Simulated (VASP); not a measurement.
# Ta4Al5N9 in VASP: a series of runs

Runs on Ta4Al5N9. Level: PBE. Tasks: single point.

All numbers are computed with VASP 6.6.1; they aren't measurements. Logs are shortened: lines on timing, memory, paths and dates and some standing lists are left out, and cuts for length are marked.

## (1) The cell of the first run

The cell holds a disordered packing, 18 atoms: a = 5.705 Å, b = 6.301 Å, c = 5.766 Å, α = 87.31°, β = 90.43°, γ = 91.07°.

## (2) Single point, PBE

The input, INCAR:

```
SYSTEM = Ta4Al5N9
ALGO = Normal ; EDIFF = 1E-6
ENCUT = 520 ; GGA = PE
GGA_COMPAT = .False. ; ISIF = 2
ISMEAR = -1 ; ISYM = -1
LASPH = .True. ; LCHARG = .False.
LREAL = Auto ; LWAVE = .False.
NBANDS = 67 ; NELM = 120
PREC = Accurate ; SIGMA = 0.3447
```

The input, KPOINTS:

```
explicit points
1
Reciprocal
  0.25000000   0.25000000   0.25000000 1
```

The input, POSCAR:

```
Ta4Al5N9
1.0
    5.7043550000     -0.0555350000     -0.0206970000
   -0.0555350000      6.2992770000      0.1411560000
   -0.0206970000      0.1411560000      5.7643950000
Al N Ta
5 9 4
Direct
    0.2363032407      0.6666803891      0.6109811752
    0.3520542765      0.2162517548      0.7632522120
    0.6208549272      0.5024635546      0.5490454920
    0.9784157260      0.8499215046      0.2359398949
    0.4526024705     -0.0258375561      0.1998866558
    0.6125956183      0.2248880185      0.5808437136
    0.9958942447      0.0413892012      0.0113912543
    0.2698684805      0.3983278063      1.0146147355
    0.6926793086      0.7902494600      0.3960561223
    0.1347940888     -0.0868838657      0.5177769761
    1.0219401541      0.4821072092      0.5741703631
    0.4206697133      0.8982105408      0.8283451765
    0.8609418387      0.6681280564      0.9761023714
    0.3778742516      0.4527486055      0.3897416262
    0.5492139992      0.6250518432      1.1003705097
    0.0883927227      0.2730548768      0.3830200966
    0.7939965908      0.9009154919      0.7118462077
    0.9139143539      0.3501327933      0.8727491681
```

Potentials or basis: VASP PAW PBE potentials, release 64 (Al, N, Ta_pv).

Launch:

```bash
$ cat potpaw_PBE.64/Al/POTCAR potpaw_PBE.64/N/POTCAR potpaw_PBE.64/Ta_pv/POTCAR > POTCAR
$ mpirun -np 1 vasp_std > vasp.out
```

OUTCAR:

```text
SYSTEM = Ta4Al5N9
   EDIFF = 1E-6
   ENCUT = 520
   GGA = PE
   ISIF = 2
   ISMEAR = -1
   ISYM = -1
   LASPH = .True.
   LREAL = Auto
   NELM = 120
   PREC = Accurate

 ion  position               nearest neighbor table
   1  0.236  0.667  0.611-  11 1.69  10 1.73  14 2.08  12 2.21   3 2.48   4 2.82  16 2.97   2 3.01
                            17 3.02  18 3.04   5 3.23  15 3.33  15 3.48
   2  0.352  0.216  0.763-   6 1.83   8 1.96  12 2.07  14 2.56   3 2.62  16 2.66  18 2.74   5 2.94
                             1 3.01  17 3.26  18 3.36  15 3.47
   3  0.621  0.502  0.549-  14 1.69   6 1.75   9 2.02  11 2.30   1 2.48   2 2.62  18 2.65  15 2.70
                            17 2.88  16 3.23  15 3.34
   4  0.978  0.850  0.236-   7 1.73   9 1.90  10 1.90  13 2.03   5 2.81   1 2.82  16 2.89  15 2.93
                            17 2.98   5 3.12  17 3.20
   5  0.453  0.974  0.200-   9 2.10  12 2.22  15 2.37   4 2.81   2 2.94  16 3.06   4 3.12   1 3.23

   6  0.613  0.225  0.581-   3 1.75   2 1.83  17 2.39  18 2.54
   7  0.996  0.041  0.011-   4 1.73  18 2.13  17 2.27  16 2.69
   8  0.270  0.398  0.015-   2 1.96  15 2.19  18 2.20  16 2.46
   9  0.693  0.790  0.396-   4 1.90   3 2.02  17 2.06   5 2.10  15 2.18
  10  0.135  0.913  0.518-   1 1.73   4 1.90  17 2.25  16 2.38
  11  0.022  0.482  0.574-   1 1.69  16 1.80  18 1.97   3 2.30
  12  0.421  0.898  0.828-   2 2.07   1 2.21   5 2.22  17 2.24  15 2.40
  13  0.861  0.668  0.976-  15 1.93   4 2.03  17 2.10  18 2.14
  14  0.378  0.453  0.390-   3 1.69  16 1.99   1 2.08  15 2.18   2 2.56
  15  0.549  0.625  0.100-  13 1.93  14 2.18   9 2.18   8 2.19   5 2.37  12 2.40   3 2.70   4 2.93
                            18 3.07  17 3.10   1 3.33   3 3.34   2 3.47   1 3.48
  16  0.088  0.273  0.383-  11 1.80  14 1.99  10 2.38   8 2.46   2 2.66   7 2.69   4 2.89   1 2.97
                             5 3.06  18 3.06  18 3.12   3 3.23  17 3.38
  17  0.794  0.901  0.712-   9 2.06  13 2.10  12 2.24  10 2.25   7 2.27   6 2.39   3 2.88   4 2.98
                             1 3.02  18 3.08  15 3.10   4 3.20   2 3.26  16 3.38
  18  0.914  0.350  0.873-  11 1.97   7 2.13  13 2.14   8 2.20   6 2.54   3 2.65   2 2.74   1 3.04
                            16 3.06  15 3.07  17 3.08  16 3.12   2 3.36

IMPORTANT INFORMATION: All symmetrisations will be switched off!
NOSYMM: (Re-)initialisation of all symmetry stuff for point group C_1.

----------------------------------------------------------------------------------------

                                     Primitive cell

  volume of cell :     207.0000

  direct lattice vectors                    reciprocal lattice vectors
     5.704355000 -0.055535000 -0.020697000     0.175321724  0.001532387  0.000591966
    -0.055535000  6.299277000  0.141156000     0.001532387  0.158848928 -0.003884321
    -0.020697000  0.141156000  5.764395000     0.000591966 -0.003884321  0.173575986

  length of vectors
     5.704662871  6.301103068  5.766160169     0.175329420  0.158903801  0.173620452

  position of ions in fractional coordinates (direct lattice)
     0.236303241  0.666680389  0.610981175
     0.352054276  0.216251755  0.763252212
     0.620854927  0.502463555  0.549045492
     0.978415726  0.849921505  0.235939895
     0.452602470  0.974162444  0.199886656
     0.612595618  0.224888019  0.580843714
[... 10 lines left out ...]
     0.793996591  0.900915492  0.711846208
     0.913914354  0.350132793  0.872749168

  ion indices of the primitive-cell ions
   primitive index   ion index
                 1           1
                 2           2
                 3           3
                 4           4
                 5           5
                 6           6
[... 10 lines left out ...]
                17          17
                18          18

----------------------------------------------------------------------------------------

 KPOINTS: explicit points

Read explicit list of k-points.

 Found      1 k-points:

 Following reciprocal coordinates:
            Coordinates               Weight
  0.250000  0.250000  0.250000      1.000000
   k-points           NKPTS =      1   k-points in BZ     NKDIM =      1   number of bands    NBANDS=     67
   number of dos      NEDOS =    301   number of ions     NIONS =     18
   total plane-waves  NPLWV =  96768
   dimension x,y,z NGX =    42 NGY =   48 NGZ =   48
   dimension x,y,z NGXF=    84 NGYF=   96 NGZF=   96
   ions per type =               5   9   4
   NGX,Y,Z   is equivalent  to a cutoff of  12.24, 12.66, 13.84 a.u.
   NGXF,Y,Z  is equivalent  to a cutoff of  24.48, 25.33, 27.68 a.u.
 SYSTEM =  Ta4Al5N9
   PREC   = accura    normal or accurate (medium, high low for compatibility)
   ISTART =      0    job   : 0-new  1-cont  2-samecut
   ICHARG =      2    charge: 1-file 2-atom 10-const
   ISPIN  =      1    spin polarized calculation?
   LNONCOLLINEAR =      F non collinear calculations
   LSORBIT =      F    spin-orbit coupling
   LASPH  =      T    aspherical Exc in radial PAW
   ENCUT  =  520.0 eV  38.22 Ry    6.18 a.u.  10.61 11.72 10.72*2*pi/ulx,y,z
   NELM   =    120;   NELMIN=  2; NELMDL= -5     # of ELM steps
   EDIFF  = 0.1E-05   stopping-criterion for ELM
   LREAL  =      T    real-space projection
   EDIFFG = 0.1E-04   stopping-criterion for IOM
   NSW    =      0    number of steps for IOM
   IBRION =     -1    ionic relax: 0-MD 1-quasi-New 2-CG
   NFREE  =      0    steps in history (QN), initial steepest desc. (CG)
   ISIF   =      2    stress and relaxation
   ISYM   =     -1    0-nonsym 1-usesym 2-fastsym
   POTIM  = 0.5000    time-step for ionic-motion
   TEBEG  =    0.0;   TEEND  =   0.0 temperature during run
   PSTRESS=    0.0 pullay stress
   NELECT =     104.0000    total number of electrons
   NUPDOWN=      -1.0000    fix difference up-down
   EMIN   =  10.00;   EMAX   =-10.00  energy-range for DOS
   EFERMI =   0.00;   METHOD = LEGACY
   ISMEAR =    -1;   SIGMA  =   0.34  broadening in eV -4-tet -1-fermi 0-gaus
   EFERMI_NEDOS =   21; number of points for ismear=-14 and -15
   IALGO  =     38    algorithm
   IMIX   =      4    mixing-type and parameters
     AMIX     =   0.40;   BMIX     =  1.00
     AMIX_MAG =   1.60;   BMIX_MAG =  1.00
  volume/ion in A,a.u.               =      11.50        77.61
  Fermi-wavevector in a.u.,A,eV,Ry     =   1.301455  2.459393 23.045347  1.693785
  Thomas-Fermi vector in A             =   2.432588
   LORBIT       =      0    0 simple, 1 ext, 2 COOP (PROOUT), +10 PAW based schemes
   GGA     = PE    functional components
[... 5 lines left out ...]
 non-spin polarized calculation
  energy-cutoff  :      520.00
  volume of cell :      207.00
 maximum number of plane-waves:      5572
 NGX is ok and might be reduce to    42
   NGX = 21   NGY = 23   NGZ = 21

 number of electron     104.0000000 magnetization

 Free energy of the ion-electron system (eV)
  ---------------------------------------------------
  ext. energy  EPLUGINS =         0.00000000
  ---------------------------------------------------
  free energy    TOTEN  =      -142.41496450 eV

  energy without entropy =     -139.90282994  energy(sigma->0) =     -141.15889722

 E-fermi :   7.4211     XC(G=0): -11.6337

 val. band max:        7.2093887676   @ k =   0.2500   0.2500   0.2500
 cond. band min:       7.4490610634   @ k =   0.2500   0.2500   0.2500
 fundamental gap:      0.2396722957
 Fermi energy:         7.4211050055

 k-point     1 :       0.2500    0.2500    0.2500
  band No.  band energies     occupation
      1     -28.3116      2.00000
      2     -28.2479      2.00000
      3     -28.1525      2.00000
      4     -28.0469      2.00000
      5     -27.9758      2.00000
      6     -27.8358      2.00000
[... 56 lines left out ...]
     63      10.2704      0.00051
     64      10.7893      0.00011
 [bands above 64 left out]

------------------------ aborting loop because EDIFF is reached ----------------------------------------

  FORCE on cell =-STRESS in cart. coord.  units (eV):
  Direction    XX          YY          ZZ          XY          YZ          ZX
  --------------------------------------------------------------------------------------
  -------------------------------------------------------------------------------------
  Total       22.5470968     25.5123771     12.7048086     -2.6400086     -1.4144182      1.2794694
  in kB      174.5142437    197.4654757     98.3350574    -20.4336331    -10.9475793      9.9030772
  external PRESSURE =     156.7715922 kB  Pullay stress =       0.0000000 kB

 VOLUME and BASIS-vectors are now :
 -----------------------------------------------------------------------------
  energy-cutoff  :      520.00
  volume of cell :      207.00
      direct lattice vectors                 reciprocal lattice vectors
     5.704355000 -0.055535000 -0.020697000     0.175321724  0.001532387  0.000591966
    -0.055535000  6.299277000  0.141156000     0.001532387  0.158848928 -0.003884321
    -0.020697000  0.141156000  5.764395000     0.000591966 -0.003884321  0.173575986

 POSITION                                       TOTAL-FORCE (eV/Angst)
 -----------------------------------------------------------------------------------
      1.29829      4.27272      3.61115         3.629931      1.926663      2.144199
      1.98044      1.45042      4.42293         0.433288     -3.041319      1.941550
      3.50231      3.20818      3.22299         4.690541      2.107425      0.510820
      5.52915      5.33286      1.45977        -0.146237     -2.674063     -0.132983
      2.52357      6.13960      1.28037        -0.831084      3.199427      0.593233
      3.46995      1.46460      3.36728         4.023141     -4.089115      1.898741
[... 10 lines left out ...]
      4.46447      5.73150      4.21410        -1.827126      2.647996      1.251791
      5.17578      2.27802      5.06138         1.188129     -2.368185      3.715712
 -----------------------------------------------------------------------------------
    total drift:                               -0.003091     -0.003401     -0.004710

  FREE ENERGIE OF THE ION-ELECTRON SYSTEM (eV)
  ---------------------------------------------------
  free  energy   TOTEN  =      -142.4149645001 eV

  energy  without entropy=     -139.9028299435  energy(sigma->0) =     -141.15889722
```

It took 34 s on 1 thread of Intel Xeon Platinum 8559C (Emerald Rapids), shared host; peak memory 0.29 GiB.

What came out:

```yaml
Free_energy: -142.4150 eV
Pressure: 15.7 GPa
Largest_force: 6.288 eV/Å
```

Forces in eV/Å, atoms in the order of the input:
```
Al   3.630  1.927  2.144
Al   0.433 -3.041  1.942
Al   4.691  2.107  0.511
Al  -0.146 -2.674 -0.133
Al  -0.831  3.199  0.593
N    4.023 -4.089  1.899
N   -1.684  4.044 -1.472
N   -0.358  0.491 -2.124
N   -1.127 -0.695 -0.860
N   -1.904  2.837 -2.156
N   -5.759  1.858  1.316
N    2.525 -1.091  2.183
N    2.343 -0.101 -0.173
N   -1.670  2.777 -1.485
Ta  -4.099 -3.745 -2.952
Ta   0.573 -4.084 -4.201
Ta  -1.827  2.648  1.252
Ta   1.188 -2.368  3.716
```

Caveat: the atoms stand as in a frame of molecular dynamics; spin-orbit coupling is left out, which moves the levels of the heavy elements.

## (3) Single point, PBE

The input, INCAR:

```
ALGO = Normal ; EDIFF = 1E-6
ENCUT = 520 ; GGA = PE
GGA_COMPAT = False ; ISIF = 2
ISMEAR = -1 ; ISYM = -1
LASPH = True ; LCHARG = False
LREAL = Auto ; LWAVE = False
NBANDS = 67 ; NELM = 120
PREC = Accurate ; SIGMA = 0.3447
```

KPOINTS is that of step 2.

The input, POSCAR:

```
Ta4Al5N9
1.0
    5.7043550000     -0.0555350000     -0.0206970000
   -0.0555350000      6.2992770000      0.1411560000
   -0.0206970000      0.1411560000      5.7643950000
Al N Ta
5 9 4
Direct
    0.2625708992      0.7737679445      0.6518055133
    0.4749315527      0.1672207557      0.6987762715
    0.6646916990      0.5075271076      0.4661496354
    1.0766494291      0.8550789755      0.1852801353
    0.5501408693      0.0233077824      0.1571445455
    0.8245246737      0.1890819402      0.5863545328
    0.8515326116      0.0811548337      0.0219054521
    0.3452432569      0.4487843455      0.8014620609
    0.5537825687      0.7750468239      0.3471101700
    0.3145220203      0.0403898559      0.3772145024
    0.9802886043      0.6646305720      0.4491927497
    0.4907424452      0.8955505561      0.8478871698
    1.0457891946      0.7345091118      0.9176623619
    0.4179254608      0.3892322808      0.3370139158
    0.5708537626      0.5925010235      1.0213543461
    0.0996754651      0.2991833179      0.3305837755
    0.8356227139      0.8790481948      0.6501263283
    0.9287194868      0.4081195264      0.8494820683
```

Potentials or basis: VASP PAW PBE potentials, release 64 (Al, N, Ta_pv).

Launch:

```bash
$ cat potpaw_PBE.64/Al/POTCAR potpaw_PBE.64/N/POTCAR potpaw_PBE.64/Ta_pv/POTCAR > POTCAR
$ mpirun -np 1 vasp_std > vasp.out
```

Wall time 34 s (1 thread of Intel Xeon Platinum 8559C (Emerald Rapids), shared host); peak memory 0.29 GiB.

Results (log left out):

```yaml
Free_energy: -146.0610 eV
Pressure: 3.7 GPa
Largest_force: 4.386 eV/Å
```

Forces on the atoms (eV/Å):
```
Al   1.668 -2.042 -1.119
Al  -0.470  1.841 -1.477
Al   1.092  0.966  0.773
Al  -0.912  1.222  1.467
Al   1.609  0.388  0.465
N   -0.999  2.935 -1.463
N    1.567  1.878  2.140
N   -0.286 -1.250 -0.344
N    1.843 -1.883  0.257
N   -3.721 -0.651  1.099
N    2.531 -1.022 -0.161
N    0.297  0.818 -0.499
N   -1.178 -1.394 -1.857
N    0.428  0.789 -2.083
Ta  -3.238 -0.534 -0.006
Ta  -1.637  0.665 -1.002
Ta  -2.100 -0.640  2.201
Ta   3.506 -2.086  1.610
```

Stress tensor (GPa, compression positive):
```
11.26 -6.47  0.67
-6.47  6.10  2.20
 0.67  2.20 -6.15
```

Levels at points of the mesh, in eV from the Fermi level:
```
           k point  band 48  band 49  band 50  band 51  band 52  band 53  band 54  band 55  band 56  band 57
(0.25, 0.25, 0.25)    -1.43    -1.04    -0.79    -0.47    -0.16     0.25     0.30     0.83     1.35     1.55
```

Caveat: the atoms stand as in a frame of molecular dynamics; spin-orbit coupling is left out, which moves the levels of the heavy elements.

[end of part 1 of 2]
